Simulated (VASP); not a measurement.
Input of a VASP 6.6.1 run:

INCAR

```
ALGO = Normal ; EDIFF = 1E-6
ENCUT = 600 ; GGA = PE
GGA_COMPAT = False ; ISIF = 2
ISMEAR = 0 ; ISPIN = 2
IVDW = 12 ; LASPH = True
LCHARG = False ; LDAU = True
LDAUJ = 0 0 ; LDAUL = 2 -1
LDAUPRINT = 1 ; LDAUTYPE = 2
LDAUU = 6.2 0 ; LMAXMIX = 4
LORBIT = 11 ; LREAL = False
LWAVE = False ; MAGMOM = 2 0
NBANDS = 19 ; NELM = 200
PREC = Accurate ; SIGMA = 0.01
```

The input KPOINTS:

```
k-points
0
Gamma
  10 10 10
```

POSCAR

```
NiO
1.0
    0.0000000000      2.0913095126      2.0913095126
    2.0913095126      0.0000000000      2.0913095126
    2.0913095126      2.0913095126      0.0000000000
Ni O
1 1
Direct
    0.0000000000      0.0000000000      0.0000000000
    0.5000000000      0.5000000000      0.5000000000
```

Potentials or basis: VASP PAW PBE potentials, release 64 (Ni, O).

Launch:

```sh
$ cat potpaw_PBE.64/Ni/POTCAR potpaw_PBE.64/O/POTCAR > POTCAR
$ mpirun -np 1 vasp_std > vasp.out
```

Q: What does it give for the band gap on the k mesh?

A: 2.53 eV, indirect (least direct gap 3.17 eV).

Q: Predict the pressure.

A: -1.8 GPa.

Q: Predict the dispersion energy per atom.

A: -0.265 eV.

Eigenvalues of the final occupation matrices:
```csv
site,spin,trace,eigenvalues
site 1 d,1,5.03,0.98 0.98 0.98 1.04 1.04
site 1 d,2,3.22,0.14 0.14 0.98 0.98 0.98
```

Caveat: three body term missing; a cell with one magnetic atom can't hold antiferromagnetic order, which such compounds often take. A k mesh can miss the band edges.
